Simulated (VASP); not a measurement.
CdTe, 2 atoms in the cell. It takes space group F-43m (No. 216, cubic). Conventional cell: a = 6.694 Å, b = 6.694 Å, c = 6.694 Å, α = 90.00°, β = 90.00°, γ = 90.00°. Cd (site symmetry -43m) has 4 Te at 2.90 Å within 3.8 Å. Within 3.8 Å of Te (site symmetry -43m) lie 4 Cd at 2.90 Å.  This cell differs from its parent crystal: strain +2.0%.

| Item | Value |
| --- | --- |
| Program | VASP 6.6.1 |
| Task | single point |
| Functional | r2SCAN |
| Potentials or basis | VASP PAW PBE potentials, release 64 (Cd, Te) |
| Cutoff | 520 eV |
| k mesh | 6 × 6 × 6 |
| Occupations | gaussian, width 0.01 eV |
| Spin | no spin polarisation |
| Dipole correction | no |
| Further INCAR settings | ALGO = Normal; EDIFF = 1e-06; NBANDS = 16 |

Potentials or basis: VASP PAW PBE potentials, release 64 (Cd, Te).

The run is started by

```console
$ cat potpaw_PBE.64/Cd/POTCAR potpaw_PBE.64/Te/POTCAR > POTCAR
$ cp INCAR.step1 INCAR
$ mpirun -np 1 vasp_std > vasp.out
$ cp INCAR.step2 INCAR
$ mpirun -np 1 vasp_std > vasp.out
```

Hardware: 1 thread of AMD EPYC 9R45 96-Core Processor (Zen 5), with other jobs on the host.

**Question.** How long does it take, and how much memory?

**Answer.** Run time: 54 s on 1 thread of AMD EPYC 9R45 96-Core Processor (Zen 5), with other jobs on the host, peak memory 0.19 GiB. Counts: k points 16.
